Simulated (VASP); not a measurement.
Input of a VASP 6.6.1 run:

The input POSCAR:

```
Ni
1.0
   -1.3837154700      1.3837154700      1.3837154700
    1.3837154700     -1.3837154700      1.3837154700
    1.3837154700      1.3837154700     -1.3837154700
Ni
1
Direct
    0.0000000000      0.0000000000      0.0000000000
```

File INCAR.step1:

```
SYSTEM = Ni
  PREC = Accurate
  ENCUT = 520
  EDIFF = 1E-5
  ISMEAR = -1
  SIGMA = 0.05
  LREAL = .False.
  LASPH = .True.
  NELM = 150
  ALGO = Normal
  ISIF = 2
  LWAVE = .True.
  LCHARG = .False.
  ISPIN = 2
  MAGMOM = 1
  LORBIT = 11
  LMAXMIX = 4
  GGA = PE
  NBANDS = 15
```

Contents of INCAR.step2:

```
SYSTEM = Ni
  PREC = Accurate
  ENCUT = 520
  EDIFF = 1E-6
  ISMEAR = -1
  SIGMA = 0.05
  LREAL = .False.
  LASPH = .True.
  NELM = 150
  ALGO = Normal
  ISIF = 2
  LWAVE = .False.
  LCHARG = .False.
  ISPIN = 2
  MAGMOM = 1
  LORBIT = 11
  LMAXMIX = 4
  GGA = PS
  LHFCALC = .True.
  AEXX = 0.25
  HFSCREEN = 0.207
  PRECFOCK = Normal
  ISTART = 1
  NBANDS = 15
```

Contents of KPOINTS:

```
Automatic mesh
0
Gamma
  7 7 7
  0 0 0
```

Potentials or basis: VASP PAW PBE potentials, release 64 (Ni).

The run is started by

```bash
$ cat potpaw_PBE.64/Ni/POTCAR > POTCAR
$ cp INCAR.step1 INCAR
$ mpirun -np 1 vasp_std > vasp.out
$ cp INCAR.step2 INCAR
$ mpirun -np 1 vasp_std > vasp.out
```

(1) What does it give for the pressure?

(2) What does it give for the site moments?

(3) Estimate the net moment.

Results:

(1) -0.2 GPa.

(2) Ni +0.86 μB.

(3) 0.86 μB per cell.

Caveat: the k points lie up to 0.46 Å⁻¹ apart; the PAW data sets were made with another functional, which shifts forces and pressure a little.
